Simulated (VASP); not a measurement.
# Cu5H in VASP: single point with PBEsol

Aim: the single point of Cu5H with PBEsol.

All numbers are computed with VASP 6.6.1; they aren't measurements. Logs are shortened: lines on timing, memory, paths and dates and some standing lists are left out, and cuts for length are marked.

### 1 The cell of the first run

The cell holds a slab with vacuum, 6 atoms: a = 2.520 Å, b = 2.520 Å, c = 26.127 Å, α = 90.00°, β = 90.00°, γ = 90.00°.

### 2 Single point, PBEsol

INCAR

```
SYSTEM = Cu5H
ALGO = Normal
DIPOL = 0.5 0.5 0.491
EDIFF = 1E-6
ENCUT = 520
GGA = PS
GGA_COMPAT = .False.
IDIPOL = 3
ISIF = 2
ISMEAR = 0
LASPH = .True.
LCHARG = .False.
LDIPOL = .True.
LREAL = .False.
LWAVE = .False.
NBANDS = 37
NELM = 120
NELMDL = -8
PREC = Accurate
SIGMA = 0.1
```

KPOINTS

```
k-points
0
Gamma
  11 11 1
  0 0 0
```

POSCAR

```
Cu5H
1.0
    2.5196845175      0.0000000000      0.0000000000
    0.0000000000      2.5196845175      0.0000000000
    0.0000000000      0.0000000000     26.1267440352
Cu H
5 1
Direct
    0.5000000000      0.5000000000      0.3253371330
    0.0000000000      0.0000000000      0.3935310881
    0.5000000000      0.5000000000      0.4617827396
    0.0000000000      0.0000000000      0.5300381020
    0.5000000000      0.5000000000      0.5989447197
    0.0000000000      0.5000000000      0.6379013914
```

Potentials or basis: VASP PAW PBE potentials, release 64 (Cu, H).

On the command line:

```console
$ cat potpaw_PBE.64/Cu/POTCAR potpaw_PBE.64/H/POTCAR > POTCAR
$ mpirun -np 1 vasp_std > vasp.out
```

OUTCAR:

```text
SYSTEM = Cu5H
   EDIFF = 1E-6
   ENCUT = 520
   GGA = PS
   ISIF = 2
   ISMEAR = 0
   LASPH = .True.
   LREAL = .False.
   NELM = 120
   NELMDL = -8
   PREC = Accurate

 ion  position               nearest neighbor table
   1  0.500  0.500  0.325-   2 2.52   2 2.52   2 2.52   2 2.52
   2  0.000  0.000  0.394-   1 2.52   1 2.52   1 2.52   1 2.52   3 2.52   3 2.52   3 2.52   3 2.52

   3  0.500  0.500  0.462-   2 2.52   2 2.52   2 2.52   2 2.52   4 2.52   4 2.52   4 2.52   4 2.52

   4  0.000  0.000  0.530-   3 2.52   3 2.52   3 2.52   3 2.52   5 2.53   5 2.53   5 2.53   5 2.53

   5  0.500  0.500  0.599-   6 1.62   6 1.62   4 2.53   4 2.53   4 2.53   4 2.53
   6  0.000  0.500  0.638-   5 1.62   5 1.62

  LATTYP: Found a simple tetragonal cell.
 ALAT       =     2.5196845175
 C/A-ratio  =    10.3690536866

  Lattice vectors:

 A1 = (   2.5196845175,   0.0000000000,   0.0000000000)
 A2 = (   0.0000000000,   2.5196845175,   0.0000000000)
 A3 = (   0.0000000000,   0.0000000000,  26.1267440352)

Analysis of symmetry for initial positions (statically):
=====================================================================
 Subroutine PRICEL returns:
 Original cell was already a primitive cell.

 Routine SETGRP: Setting up the symmetry group for a
 simple tetragonal supercell.

 Subroutine GETGRP returns: Found  4 space group operations
 (whereof  4 operations were pure point group operations)
 out of a pool of 16 trial point group operations.

The static configuration has the point symmetry C_2v.

Analysis of symmetry for dynamics (positions and initial velocities):
=====================================================================
 Subroutine PRICEL returns:
 Original cell was already a primitive cell.

 Routine SETGRP: Setting up the symmetry group for a
 simple tetragonal supercell.

 Subroutine GETGRP returns: Found  4 space group operations
 (whereof  4 operations were pure point group operations)
 out of a pool of 16 trial point group operations.

The dynamic configuration has the point symmetry C_2v.

 Subroutine INISYM returns: Found  4 space group operations
 (whereof  4 operations are pure point group operations),
 and found     1 'primitive' translations

----------------------------------------------------------------------------------------

                                     Primitive cell

  volume of cell :     165.8737

  direct lattice vectors                    reciprocal lattice vectors
     2.519684517  0.000000000  0.000000000     0.396875082  0.000000000  0.000000000
     0.000000000  2.519684517  0.000000000     0.000000000  0.396875082  0.000000000
     0.000000000  0.000000000 26.126744035     0.000000000  0.000000000  0.038274957

  length of vectors
     2.519684517  2.519684517 26.126744035     0.396875082  0.396875082  0.038274957

  position of ions in fractional coordinates (direct lattice)
     0.500000000  0.500000000  0.325337133
     0.000000000  0.000000000  0.393531088
     0.500000000  0.500000000  0.461782740
     0.000000000  0.000000000  0.530038102
     0.500000000  0.500000000  0.598944720
     0.000000000  0.500000000  0.637901391

  ion indices of the primitive-cell ions
   primitive index   ion index
                 1           1
                 2           2
                 3           3
                 4           4
                 5           5
                 6           6

----------------------------------------------------------------------------------------

 KPOINTS: k-points

Automatic generation of k-mesh.
 Grid dimensions read from file:
 generate k-points for:   11   11    1

 Generating k-lattice:

  Cartesian coordinates                     Fractional coordinates (reciprocal lattice)
     0.036079553  0.000000000  0.000000000     0.090909091  0.000000000  0.000000000
     0.000000000  0.036079553  0.000000000     0.000000000  0.090909091  0.000000000
     0.000000000  0.000000000  0.038274957     0.000000000  0.000000000  1.000000000

  Length of vectors
     0.036079553  0.036079553  0.038274957

  Shift w.r.t. Gamma in fractional coordinates (k-lattice)
     0.000000000  0.000000000  0.000000000

 Subroutine IBZKPT returns following result:
 ===========================================

 Found     36 irreducible k-points:

 Following reciprocal coordinates:
            Coordinates               Weight
  0.000000  0.000000  0.000000      1.000000
  0.090909  0.000000  0.000000      2.000000
  0.000000  0.090909  0.000000      2.000000
  0.181818  0.000000  0.000000      2.000000
  0.000000  0.181818  0.000000      2.000000
  0.272727  0.000000  0.000000      2.000000
[... 16 lines left out ...]
 -0.181818  0.272727  0.000000      4.000000
  0.363636  0.181818  0.000000      4.000000
 [... further k-points ...]
   k-points           NKPTS =     36   k-points in BZ     NKDIM =     36   number of bands    NBANDS=     37
   number of dos      NEDOS =    301   number of ions     NIONS =      6
   total plane-waves  NPLWV =  78400
   dimension x,y,z NGX =    20 NGY =   20 NGZ =  196
   dimension x,y,z NGXF=    40 NGYF=   40 NGZF=  392
   ions per type =               5   1
   NGX,Y,Z   is equivalent  to a cutoff of  13.20, 13.20, 12.47 a.u.
   NGXF,Y,Z  is equivalent  to a cutoff of  26.39, 26.39, 24.94 a.u.
 SYSTEM =  Cu5H
   PREC   = accura    normal or accurate (medium, high low for compatibility)
   ISTART =      0    job   : 0-new  1-cont  2-samecut
   ICHARG =      2    charge: 1-file 2-atom 10-const
   ISPIN  =      1    spin polarized calculation?
   LNONCOLLINEAR =      F non collinear calculations
   LSORBIT =      F    spin-orbit coupling
   LASPH  =      T    aspherical Exc in radial PAW
   ENCUT  =  520.0 eV  38.22 Ry    6.18 a.u.   4.68  4.68 48.58*2*pi/ulx,y,z
   NELM   =    120;   NELMIN=  2; NELMDL= -8     # of ELM steps
   EDIFF  = 0.1E-05   stopping-criterion for ELM
   LREAL  =      F    real-space projection
   EDIFFG = 0.1E-04   stopping-criterion for IOM
   NSW    =      0    number of steps for IOM
   IBRION =     -1    ionic relax: 0-MD 1-quasi-New 2-CG
   NFREE  =      0    steps in history (QN), initial steepest desc. (CG)
   ISIF   =      2    stress and relaxation
   ISYM   =      2    0-nonsym 1-usesym 2-fastsym
   POTIM  = 0.5000    time-step for ionic-motion
   TEBEG  =    0.0;   TEEND  =   0.0 temperature during run
   PSTRESS=    0.0 pullay stress
   NELECT =      56.0000    total number of electrons
   NUPDOWN=      -1.0000    fix difference up-down
   EMIN   =  10.00;   EMAX   =-10.00  energy-range for DOS
   EFERMI =   0.00;   METHOD = LEGACY
   ISMEAR =     0;   SIGMA  =   0.10  broadening in eV -4-tet -1-fermi 0-gaus
   EFERMI_NEDOS =   21; number of points for ismear=-14 and -15
   IALGO  =     38    algorithm
   IMIX   =      4    mixing-type and parameters
     AMIX     =   0.40;   BMIX     =  1.00
     AMIX_MAG =   1.60;   BMIX_MAG =  1.00
  volume/ion in A,a.u.               =      27.65       186.56
  Fermi-wavevector in a.u.,A,eV,Ry     =   1.139930  2.154156 17.679969  1.299441
  Thomas-Fermi vector in A             =   2.276633
   LORBIT       =      0    0 simple, 1 ext, 2 COOP (PROOUT), +10 PAW based schemes
   GGA     = PS    functional components
   LHFCALC =     F    Hartree Fock is set to
   AEXX    =    0.0000 exact exchange contribution
   IVDW    =     0    specifies the selected vdW correction
   LEPSILON=     F    determine dielectric tensor
   LRPA    =     F    only Hartree local field effects (RPA)
 non-spin polarized calculation
 Gauss-broadening in eV      SIGMA  =   0.10
  energy-cutoff  :      520.00
  volume of cell :      165.87
 maximum number of plane-waves:      4533
   NGX =  9   NGY =  9   NGZ = 97

 dipolmoment           0.000000      0.000000     -0.000047 electrons x Angstroem

 number of electron      56.0000001 magnetization

 dipolmoment           0.000000      0.000000      0.026410 electrons x Angstroem

 Free energy of the ion-electron system (eV)
  ---------------------------------------------------
  ext. energy  EPLUGINS =         0.00000000
  ---------------------------------------------------
  free energy    TOTEN  =       -23.47532937 eV

  energy without entropy =      -23.46761716  energy(sigma->0) =      -23.47147326

 E-fermi :  -0.4585     XC(G=0):  -5.3711

 val. band max:       -0.5290954163   @ k =   0.4545   0.0000   0.0000
 cond. band min:      -0.4237397944   @ k =   0.2727   0.1818   0.0000
 fundamental gap:      0.1053556219
 Fermi energy:        -0.4584674318

 k-point     1 :       0.0000    0.0000    0.0000
  band No.  band energies     occupation
      1      -9.9302      2.00000
      2      -9.0502      2.00000
      3      -7.6696      2.00000
      4      -6.1744      2.00000
      5      -5.5446      2.00000
      6      -5.0920      2.00000
[... 29 lines left out ...]
     36       6.6363      0.00000
     37       8.1609      0.00000

 k-point     2 :       0.0909    0.0000    0.0000
  band No.  band energies     occupation
      1      -9.7243      2.00000
      2      -8.8539      2.00000
      3      -7.5021      2.00000
      4      -6.0481      2.00000
      5      -5.4298      2.00000
      6      -5.0392      2.00000
[... 29 lines left out ...]
     36       6.8012      0.00000
     37       8.3470      0.00000

 k-point     3 :       0.0000    0.0909    0.0000
  band No.  band energies     occupation
      1      -9.7303      2.00000
      2      -8.8667      2.00000
      3      -7.5060      2.00000
      4      -6.0407      2.00000
      5      -5.4299      2.00000
      6      -5.0290      2.00000
[... 29 lines left out ...]
     36       6.8011      0.00000
     37       8.3473      0.00000
[... 761 lines left out ...]
 k-point    23 :      -0.1818    0.2727    0.0000
  band No.  band energies     occupation
      1      -7.5169      2.00000
      2      -6.8783      2.00000
      3      -5.9199      2.00000
      4      -5.0280      2.00000
      5      -4.6550      2.00000
      6      -4.4254      2.00000
[... 29 lines left out ...]
     36       7.4372      0.00000
     37       8.0028      0.00000

 k-point    24 :       0.3636    0.1818    0.0000
  band No.  band energies     occupation
      1      -6.4176      2.00000
      2      -6.0532      2.00000
      3      -5.6649      2.00000
      4      -5.1238      2.00000
      5      -4.6908      2.00000
      6      -4.6185      2.00000
[... 29 lines left out ...]
     36       7.8530      0.00000
     37       8.4510      0.00000

 [... further k-points ...]

------------------------ aborting loop because EDIFF is reached ----------------------------------------

 vacuum level on the upper side and lower side of the slab       (xc-potential included)         0.191        -0.526

  FORCE on cell =-STRESS in cart. coord.  units (eV):
  Direction    XX          YY          ZZ          XY          YZ          ZX
  --------------------------------------------------------------------------------------
  -------------------------------------------------------------------------------------
  Total       -1.7019726     -0.4196392     -0.1322845      0.0000000      0.0000000      0.0000000
  in kB      -16.4393834     -4.0533022     -1.2777384      0.0000000      0.0000000      0.0000000
  external PRESSURE =      -7.2568080 kB  Pullay stress =       0.0000000 kB

 VOLUME and BASIS-vectors are now :
 -----------------------------------------------------------------------------
  energy-cutoff  :      520.00
  volume of cell :      165.87
      direct lattice vectors                 reciprocal lattice vectors
     2.519684517  0.000000000  0.000000000     0.396875082  0.000000000  0.000000000
     0.000000000  2.519684517  0.000000000     0.000000000  0.396875082  0.000000000
     0.000000000  0.000000000 26.126744035     0.000000000  0.000000000  0.038274957

 POSITION                                       TOTAL-FORCE (eV/Angst)
 -----------------------------------------------------------------------------------
      1.25984      1.25984      8.50000         0.000000      0.000000      0.172931
      0.00000      0.00000     10.28169         0.000000      0.000000     -0.204304
      1.25984      1.25984     12.06488         0.000000      0.000000     -0.003146
      0.00000      0.00000     13.84817         0.000000      0.000000     -0.015530
      1.25984      1.25984     15.64848         0.000000      0.000000      0.028253
      0.00000      1.25984     16.66629         0.000000      0.000000      0.021797
 -----------------------------------------------------------------------------------
    total drift:                               -0.000000      0.000000      0.001294

  FREE ENERGIE OF THE ION-ELECTRON SYSTEM (eV)
  ---------------------------------------------------
  free  energy   TOTEN  =       -23.4753293729 eV

  energy  without entropy=      -23.4676171568  energy(sigma->0) =      -23.47147326

 vacuum level on the upper side and lower side of the slab         4.813         4.077
```

Run time: 3.6 min. Hardware: 1 thread of Intel Xeon 6975P-C (Granite Rapids), shared host; peak memory 0.37 GiB.

Results:

| Quantity | Value |
| --- | --- |
| Free energy | -23.4753 eV |
| Largest force | 0.204 eV/Å |
| Band gap on the k mesh | zero (band 28 reaches 2.08 eV, above the bottom of band 29 at -2.02 eV) |

Forces on the atoms (eV/Å):
```
Cu   0.000  0.000  0.173
Cu   0.000  0.000 -0.204
Cu   0.000  0.000 -0.003
Cu   0.000  0.000 -0.016
Cu   0.000  0.000  0.028
H    0.000  0.000  0.022
```

Caveat: the PAW data sets were made with another functional, which shifts forces and pressure a little.
